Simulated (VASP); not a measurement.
# CdGeAs2 (I-42d) in VASP: single point with PBEsol

Aim: the single point of CdGeAs2 with PBEsol.

All numbers are computed with VASP 6.6.1; they aren't measurements. Logs are shortened: lines on timing, memory, paths and dates and some standing lists are left out, and cuts for length are marked.

### Step 1. The cell of the first run

Symmetry: I-42d, No. 122, tetragonal system. Conventional cell: a = 5.978 Å, b = 5.978 Å, c = 11.329 Å, α = 90.00°, β = 90.00°, γ = 90.00°. Within 3.5 Å of Cd (site symmetry -4) lie 4 As at 2.65 Å. Ge (site symmetry -4) has 4 As at 2.45 Å within 3.2 Å. Within 3.2 Å of As (site symmetry 2) lie 2 Ge at 2.45 Å and 2 Cd at 2.65 Å.

### Step 2. Single point, PBEsol

The input, INCAR:

```
SYSTEM = CdGeAs2
PREC     = Accurate       ! precision mode
ENCUT    = 520            ! plane-wave cutoff, eV
EDIFF    = 1E-6           ! SCF threshold, eV
ISMEAR   = 0              ! smearing method
SIGMA    = 0.1            ! smearing width, eV
LREAL    = .False.        ! projectors in reciprocal space
LASPH    = .True.         ! aspherical terms in the spheres
NELM     = 60             ! most SCF steps
ALGO     = Normal         ! electronic algorithm
ISIF     = 2              ! what is computed and relaxed
LWAVE    = .False.        ! write WAVECAR
LCHARG   = .False.        ! write CHGCAR
GGA      = PS             ! functional
NBANDS   = 46             ! bands
```

The input, KPOINTS:

```
Automatic mesh
0
Gamma
  4 4 4
  0 0 0
```

The input, POSCAR:

```
CdGeAs2
1.0
   -2.9888745628      2.9888745628      5.6642966801
    2.9888745628     -2.9888745628      5.6642966801
    2.9888745628      2.9888745628     -5.6642966801
Cd Ge As
2 2 4
Direct
    0.2500000000      0.7500000000      0.5000000000
    0.5000000000      0.5000000000      0.0000000000
    0.0000000000      0.0000000000      0.0000000000
    0.7500000000      0.2500000000      0.5000000000
    0.8750000000      0.3462175700      0.9712175700
    0.6537824300      0.6250000000      0.5287824300
    0.3750000000      0.9037824300      0.0287824300
    0.0962175700      0.1250000000      0.4712175700
```

Potentials or basis: VASP PAW PBE potentials, release 64 (Cd, Ge_d, As).

The run is started by

```sh
$ cat potpaw_PBE.64/Cd/POTCAR potpaw_PBE.64/Ge_d/POTCAR potpaw_PBE.64/As/POTCAR > POTCAR
$ mpirun -np 1 vasp_std > vasp.out
```

OUTCAR:

```text
SYSTEM = CdGeAs2
   PREC = Accurate
   ENCUT = 520
   EDIFF = 1E-6
   ISMEAR = 0
   LREAL = .False.
   LASPH = .True.
   NELM = 60
   ISIF = 2
   GGA = PS

 ion  position               nearest neighbor table
   1  0.250  0.750  0.500-   7 2.65   6 2.65   8 2.65   5 2.65
   2  0.500  0.500  0.000-   6 2.65   5 2.65   7 2.65   8 2.65
   3  0.000  0.000  0.000-   6 2.45   5 2.45   7 2.45   8 2.45
   4  0.750  0.250  0.500-   7 2.45   6 2.45   5 2.45   8 2.45
   5  0.875  0.346  0.971-   3 2.45   4 2.45   1 2.65   2 2.65
   6  0.654  0.625  0.529-   3 2.45   4 2.45   1 2.65   2 2.65
   7  0.375  0.904  0.029-   4 2.45   3 2.45   2 2.65   1 2.65
   8  0.096  0.125  0.471-   3 2.45   4 2.45   2 2.65   1 2.65

  LATTYP: Found a body centered tetragonal cell.
 ALAT       =     5.9777491256
 C/A-ratio  =     1.8951269319

  Lattice vectors:

 A1 = (  -2.9888745628,   2.9888745628,   5.6642966801)
 A2 = (   2.9888745628,  -2.9888745628,   5.6642966801)
 A3 = (   2.9888745628,   2.9888745628,  -5.6642966801)

Analysis of symmetry for initial positions (statically):
=====================================================================
 Subroutine PRICEL returns:
 Original cell was already a primitive cell.

 Routine SETGRP: Setting up the symmetry group for a
 body centered tetragonal supercell.

 Subroutine GETGRP returns: Found  8 space group operations
 (whereof  4 operations were pure point group operations)
 out of a pool of 16 trial point group operations.

The static configuration has the point symmetry S_4 .
 The point group associated with its full space group is D_2d.

Analysis of symmetry for dynamics (positions and initial velocities):
=====================================================================
 Subroutine PRICEL returns:
 Original cell was already a primitive cell.

 Routine SETGRP: Setting up the symmetry group for a
 body centered tetragonal supercell.

 Subroutine GETGRP returns: Found  8 space group operations
 (whereof  4 operations were pure point group operations)
 out of a pool of 16 trial point group operations.

The dynamic configuration has the point symmetry S_4 .
 The point group associated with its full space group is D_2d.

 Subroutine INISYM returns: Found  8 space group operations
 (whereof  4 operations are pure point group operations),
 and found     1 'primitive' translations

----------------------------------------------------------------------------------------

                                     Primitive cell

  volume of cell :     202.4051

  direct lattice vectors                    reciprocal lattice vectors
    -2.988874563  2.988874563  5.664296680     0.000000000  0.167287047  0.088272212
     2.988874563 -2.988874563  5.664296680     0.167287047  0.000000000  0.088272212
     2.988874563  2.988874563 -5.664296680     0.167287047  0.167287047  0.000000000

  length of vectors
     7.067602082  7.067602082  7.067602082     0.189147931  0.189147931  0.236579611

  position of ions in fractional coordinates (direct lattice)
     0.250000000  0.750000000  0.500000000
     0.500000000  0.500000000  0.000000000
     0.000000000  0.000000000  0.000000000
     0.750000000  0.250000000  0.500000000
     0.875000000  0.346217570  0.971217570
     0.653782430  0.625000000  0.528782430
     0.375000000  0.903782430  0.028782430
     0.096217570  0.125000000  0.471217570

  ion indices of the primitive-cell ions
   primitive index   ion index
                 1           1
                 2           2
                 3           3
                 4           4
                 5           5
                 6           6
                 7           7
                 8           8

----------------------------------------------------------------------------------------

 KPOINTS: Automatic mesh

Automatic generation of k-mesh.
 Grid dimensions read from file:
 generate k-points for:    4    4    4

 Generating k-lattice:

  Cartesian coordinates                     Fractional coordinates (reciprocal lattice)
     0.000000000  0.041821762  0.022068053     0.250000000 -0.000000000  0.000000000
     0.041821762  0.000000000  0.022068053    -0.000000000  0.250000000  0.000000000
     0.041821762  0.041821762  0.000000000     0.000000000  0.000000000  0.250000000

  Length of vectors
     0.047286983  0.047286983  0.059144903

  Shift w.r.t. Gamma in fractional coordinates (k-lattice)
     0.000000000  0.000000000  0.000000000

 Subroutine IBZKPT returns following result:
 ===========================================

 Found     13 irreducible k-points:

 Following reciprocal coordinates:
            Coordinates               Weight
  0.000000  0.000000  0.000000      1.000000
  0.250000 -0.000000  0.000000      8.000000
  0.500000 -0.000000  0.000000      4.000000
  0.250000  0.250000  0.000000      8.000000
  0.500000  0.250000  0.000000     16.000000
 -0.250000  0.250000  0.000000      4.000000
  0.500000  0.500000  0.000000      2.000000
  0.250000  0.250000  0.250000      2.000000
 -0.250000  0.250000  0.250000      4.000000
  0.500000  0.500000  0.250000      4.000000
 -0.250000  0.500000  0.250000      8.000000
 -0.250000 -0.250000  0.250000      2.000000
  0.500000  0.500000  0.500000      1.000000
   k-points           NKPTS =     13   k-points in BZ     NKDIM =     13   number of bands    NBANDS=     46
   number of dos      NEDOS =    301   number of ions     NIONS =      8
   total plane-waves  NPLWV = 157464
   dimension x,y,z NGX =    54 NGY =   54 NGZ =   54
   dimension x,y,z NGXF=   108 NGYF=  108 NGZF=  108
   ions per type =               2   2   4
   NGX,Y,Z   is equivalent  to a cutoff of  12.70, 12.70, 12.70 a.u.
   NGXF,Y,Z  is equivalent  to a cutoff of  25.40, 25.40, 25.40 a.u.
 SYSTEM =  CdGeAs2
   PREC   = accura    normal or accurate (medium, high low for compatibility)
   ISTART =      0    job   : 0-new  1-cont  2-samecut
   ICHARG =      2    charge: 1-file 2-atom 10-const
   ISPIN  =      1    spin polarized calculation?
   LNONCOLLINEAR =      F non collinear calculations
   LSORBIT =      F    spin-orbit coupling
   LASPH  =      T    aspherical Exc in radial PAW
   ENCUT  =  520.0 eV  38.22 Ry    6.18 a.u.  13.14 13.14 13.14*2*pi/ulx,y,z
   NELM   =     60;   NELMIN=  2; NELMDL= -5     # of ELM steps
   EDIFF  = 0.1E-05   stopping-criterion for ELM
   LREAL  =      F    real-space projection
   EDIFFG = 0.1E-04   stopping-criterion for IOM
   NSW    =      0    number of steps for IOM
   IBRION =     -1    ionic relax: 0-MD 1-quasi-New 2-CG
   NFREE  =      0    steps in history (QN), initial steepest desc. (CG)
   ISIF   =      2    stress and relaxation
   ISYM   =      2    0-nonsym 1-usesym 2-fastsym
   POTIM  = 0.5000    time-step for ionic-motion
   TEBEG  =    0.0;   TEEND  =   0.0 temperature during run
   PSTRESS=    0.0 pullay stress
   NELECT =      72.0000    total number of electrons
   NUPDOWN=      -1.0000    fix difference up-down
   EMIN   =  10.00;   EMAX   =-10.00  energy-range for DOS
   EFERMI =   0.00;   METHOD = LEGACY
   ISMEAR =     0;   SIGMA  =   0.10  broadening in eV -4-tet -1-fermi 0-gaus
   EFERMI_NEDOS =   21; number of points for ismear=-14 and -15
   IALGO  =     38    algorithm
   IMIX   =      4    mixing-type and parameters
     AMIX     =   0.40;   BMIX     =  1.00
     AMIX_MAG =   1.60;   BMIX_MAG =  1.00
  volume/ion in A,a.u.               =      25.30       170.74
  Fermi-wavevector in a.u.,A,eV,Ry     =   1.159966  2.192018 18.306922  1.345521
  Thomas-Fermi vector in A             =   2.296553
   LORBIT       =      0    0 simple, 1 ext, 2 COOP (PROOUT), +10 PAW based schemes
   GGA     = PS    functional components
   LHFCALC =     F    Hartree Fock is set to
   AEXX    =    0.0000 exact exchange contribution
   IVDW    =     0    specifies the selected vdW correction
   LEPSILON=     F    determine dielectric tensor
   LRPA    =     F    only Hartree local field effects (RPA)
 non-spin polarized calculation
 Gauss-broadening in eV      SIGMA  =   0.10
  energy-cutoff  :      520.00
  volume of cell :      202.41
 maximum number of plane-waves:      5492
 NGX is ok and might be reduce to    54
   NGX = 27   NGY = 27   NGZ = 27

 number of electron      72.0000010 magnetization

 Free energy of the ion-electron system (eV)
  ---------------------------------------------------
  ext. energy  EPLUGINS =         0.00000000
  ---------------------------------------------------
  free energy    TOTEN  =       -33.10792328 eV

  energy without entropy =      -33.10711934  energy(sigma->0) =      -33.10752131

 E-fermi :   2.8067     XC(G=0):  -9.5056

 val. band max:        2.6872926797   @ k =   0.0000   0.0000   0.0000
 cond. band min:       2.9003018388   @ k =   0.0000   0.0000   0.0000
 fundamental gap:      0.2130091590
 Fermi energy:         2.8067096179

 k-point     1 :       0.0000    0.0000    0.0000
  band No.  band energies     occupation
      1     -21.9894      2.00000
      2     -21.9894      2.00000
      3     -21.9894      2.00000
      4     -21.9854      2.00000
      5     -21.9824      2.00000
      6     -21.9824      2.00000
[... 38 lines left out ...]
     45       7.6223      0.00000
     46       7.6223      0.00000

 k-point     2 :       0.2500   -0.0000    0.0000
  band No.  band energies     occupation
      1     -21.9897      2.00000
      2     -21.9892      2.00000
      3     -21.9887      2.00000
      4     -21.9854      2.00000
      5     -21.9833      2.00000
      6     -21.9822      2.00000
[... 38 lines left out ...]
     45       7.4438      0.00000
     46       8.0804      0.00000

 k-point     3 :       0.5000   -0.0000    0.0000
  band No.  band energies     occupation
      1     -21.9898      2.00000
      2     -21.9892      2.00000
      3     -21.9879      2.00000
      4     -21.9849      2.00000
      5     -21.9847      2.00000
      6     -21.9821      2.00000
[... 38 lines left out ...]
     45       7.7490      0.00000
     46       7.8626      0.00000

 k-point     4 :       0.2500    0.2500    0.0000
  band No.  band energies     occupation
      1     -21.9895      2.00000
      2     -21.9893      2.00000
      3     -21.9882      2.00000
      4     -21.9857      2.00000
      5     -21.9831      2.00000
      6     -21.9828      2.00000
[... 381 lines left out ...]
     45       7.6082      0.00000
     46       8.0176      0.00000

 k-point    12 :      -0.2500   -0.2500    0.2500
  band No.  band energies     occupation
      1     -21.9897      2.00000
      2     -21.9897      2.00000
      3     -21.9888      2.00000
      4     -21.9859      2.00000
      5     -21.9821      2.00000
      6     -21.9821      2.00000
[... 38 lines left out ...]
     45       7.2580      0.00000
     46       7.2580      0.00000

 k-point    13 :       0.5000    0.5000    0.5000
  band No.  band energies     occupation
      1     -21.9901      2.00000
      2     -21.9901      2.00000
      3     -21.9874      2.00000
      4     -21.9874      2.00000
      5     -21.9817      2.00000
      6     -21.9817      2.00000
[... 38 lines left out ...]
     45       8.6703      0.00000
     46       8.6708      0.00000

------------------------ aborting loop because EDIFF is reached ----------------------------------------

  FORCE on cell =-STRESS in cart. coord.  units (eV):
  Direction    XX          YY          ZZ          XY          YZ          ZX
  --------------------------------------------------------------------------------------
  -------------------------------------------------------------------------------------
  Total       -0.5776468     -0.5776468     -0.5739625      0.0000000      0.0000000      0.0000000
  in kB       -4.5724773     -4.5724773     -4.5433142      0.0000000      0.0000000      0.0000000
  external PRESSURE =      -4.5627563 kB  Pullay stress =       0.0000000 kB

 VOLUME and BASIS-vectors are now :
 -----------------------------------------------------------------------------
  energy-cutoff  :      520.00
  volume of cell :      202.41
      direct lattice vectors                 reciprocal lattice vectors
    -2.988874563  2.988874563  5.664296680     0.000000000  0.167287047  0.088272212
     2.988874563 -2.988874563  5.664296680     0.167287047  0.000000000  0.088272212
     2.988874563  2.988874563 -5.664296680     0.167287047  0.167287047  0.000000000

 POSITION                                       TOTAL-FORCE (eV/Angst)
 -----------------------------------------------------------------------------------
      2.98887     -0.00000      2.83215         0.000000      0.000000      0.000000
      0.00000      0.00000      5.66430         0.000000      0.000000     -0.000000
      0.00000      0.00000      0.00000         0.000000      0.000000     -0.000000
     -0.00000      2.98887      2.83215         0.000000      0.000000     -0.000000
      1.32238      4.48331      1.41607         0.166578      0.000000     -0.000000
      1.49444      1.66649      4.24822         0.000000     -0.166578      0.000000
      1.66649     -1.49444      7.08037        -0.166578      0.000000      0.000000
      1.49444      1.32238     -1.41607         0.000000      0.166578     -0.000000
 -----------------------------------------------------------------------------------
    total drift:                               -0.000001     -0.000001     -0.000000

  FREE ENERGIE OF THE ION-ELECTRON SYSTEM (eV)
  ---------------------------------------------------
  free  energy   TOTEN  =       -33.1079232843 eV

  energy  without entropy=      -33.1071193383  energy(sigma->0) =      -33.10752131
```

Run time: 2 min. Hardware: 1 thread of Intel Xeon Platinum 8488C (Sapphire Rapids), shared host; peak memory 0.45 GiB.

Results:

* Free energy: -33.1079 eV
* Pressure: -0.5 GPa
* Largest force: 0.167 eV/Å
* Band gap on the k mesh: 0.21 eV

Forces in eV/Å, atoms in the order of the input:
```
Cd   0.000  0.000  0.000
Cd   0.000  0.000  0.000
Ge   0.000  0.000  0.000
Ge   0.000  0.000  0.000
As   0.167  0.000  0.000
As   0.000 -0.167  0.000
As  -0.167  0.000  0.000
As   0.000  0.167  0.000
```

Caveat: the PAW data sets were made with another functional, which shifts forces and pressure a little.
